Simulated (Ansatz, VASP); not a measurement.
**Two plane-wave programs on Si**

```
Si
1.0
     0.00000    2.71550    2.71550
     2.71550    0.00000    2.71550
     2.71550    2.71550    0.00000
Si
2
Direct
  0.00000 0.00000 0.00000
  0.25000 0.25000 0.25000
```

Alike in both runs: task relaxation of cell and atoms; functional PBE; k mesh 8 × 8 × 8; occupations gaussian, width 0.05 eV; no spin polarisation.

|  | VASP | Ansatz |
| --- | --- | --- |
| version | VASP 6.6.1 | Ansatz 0.2.0 |
| potentials or method | VASP PAW PBE potentials, release 64 (Si) | scalar-relativistic, plane waves, PAW |
| plane-wave cutoff (eV) | 500 | 420 |
| valence electrons in the cell | 8 | 8 |

|  | VASP | Ansatz | Ansatz less VASP |
| --- | --- | --- | --- |
| gap on the k mesh at the Fermi level, each at its own relaxed structure (eV) | 0.65 | 0.65 | -0.002 |
| relaxed volume (Å³/atom) | 20.44 | 20.46 | +0.014 |
| relaxed length of the cell vector where the two differ most in proportion (Å) | 3.867 | 3.868 | +0.0009 |
